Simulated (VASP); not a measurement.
Here is a VASP 6.6.1 calculation.

INCAR

```
SYSTEM = Si2Ni
  ALGO = Normal
  EDIFF = 1E-7
  ENCUT = 520
  ISIF = 2
  ISMEAR = -1
  LASPH = .TRUE.
  LCHARG = .TRUE.
  LELF = .TRUE.
  LREAL = .FALSE.
  LVHAR = .TRUE.
  LWAVE = .FALSE.
  NBANDS = 16
  NELM = 80
  PREC = Accurate
  SIGMA = 0.05
```

The input KPOINTS:

```
k-points
0
G
  11 11 11
  0 0 0
```

File POSCAR:

```
Si2Ni
1.0
    0.0000000000      2.3976768353      2.3976768353
    2.3976768353      0.0000000000      2.3976768353
    2.3976768353      2.3976768353      0.0000000000
Ni Si
1 2
Direct
    0.0000000000      0.0000000000      0.0000000000
    0.2500000000      0.2500000000      0.2500000000
    0.7500000000      0.7500000000      0.7500000000
```

Potentials or basis: VASP PAW LDA potentials, release 64 (Ni, Si).

Run with:

```sh
$ cat potpaw_LDA.64/Ni/POTCAR potpaw_LDA.64/Si/POTCAR > POTCAR
$ mpirun -np 1 vasp_std > vasp.out
```

**Question.** What does it give for the pressure?

**Answer.** 117.3 GPa.

**Question.** Predict the band gap on the k mesh.

**Answer.** Zero (band 9 reaches 18.10 eV, above the bottom of band 10 at 16.92 eV).

 Spin polarisation is off, so any magnetic state and its effect on volume and gap are missing.
